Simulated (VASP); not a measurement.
BaTiO3: electric field gradients with PBEsol

BaTiO3:

```
Ba Ti O
1.0
     3.99980   -0.02000   -0.02000
    -0.02000    3.99980   -0.02000
    -0.02009   -0.02009    4.01800
Ba Ti O
1 1 3
Direct
  0.00000 0.00000 0.00000
  0.50000 0.50000 0.50000
  0.50000 0.50000 0.00000
  0.50000 0.00000 0.50000
  0.00000 0.50000 0.50000
```

This cell differs from its parent crystal: equal xy, yz and zx shear strains of -1 %.

| Quantity | Value |
| --- | --- |
| Program | VASP 6.6.1 |
| Task | electric field gradients |
| Functional | PBEsol |
| Potentials or basis | VASP PAW PBE potentials, release 64 (Ba_sv, Ti_sv, O) |
| Cutoff | 520 eV |
| k mesh | 7 × 7 × 7 |
| Occupations | fermi-dirac, width 0.03 eV |
| Spin | no spin polarisation |
| Dipole correction | no |
| Further INCAR settings | ALGO = Normal; EDIFF = 1e-08; NBANDS = 28 |

- Pressure: -2.8 GPa
- Band gap on the k mesh: 1.71 eV (least direct gap 1.75 eV)
- Largest electric field gradient by atom: Ba -12.6; Ti +5.2; O +24.6, +22.4 (each value once) V/Å²

Stress tensor (GPa, compression positive):
```
-2.48  1.24  1.24
 1.24 -2.48  1.24
 1.24  1.24 -3.33
```

Levels at points of the mesh, in eV from the valence-band top:
```csv
k point,band 18,band 19,band 20,band 21,band 22,band 23
"(0.00, 0.00, 0.00)",-0.13,-0.12,-0.04,1.71,1.76,1.76
```

Electric field gradients, principal values (V/Å²):
```tsv
atom	least	middle	greatest (by size)
1 Ba	6.080	6.556	-12.636
2 Ti	-1.383	-3.807	5.190
3 O	-12.285	-12.293	24.578
4 O	-10.464	-11.975	22.440
5 O	-10.464	-11.975	22.440
```

Run time: 85 s on 1 thread of Intel(R) Xeon(R) 6975P-C (Granite Rapids), on a shared host, peak memory 0.3 GiB.

Caveat: the cell differs from its parent crystal (equal xy, yz and zx shear strains of -1 %); without QUAD_EFG the Cq values of the log hold for a quadrupole moment of 1 mb, not for the nuclei; the PAW data sets were made with another functional, which shifts forces and pressure a little; spin-orbit coupling is left out, which moves the levels of the heavy elements. A k mesh can miss the band edges.
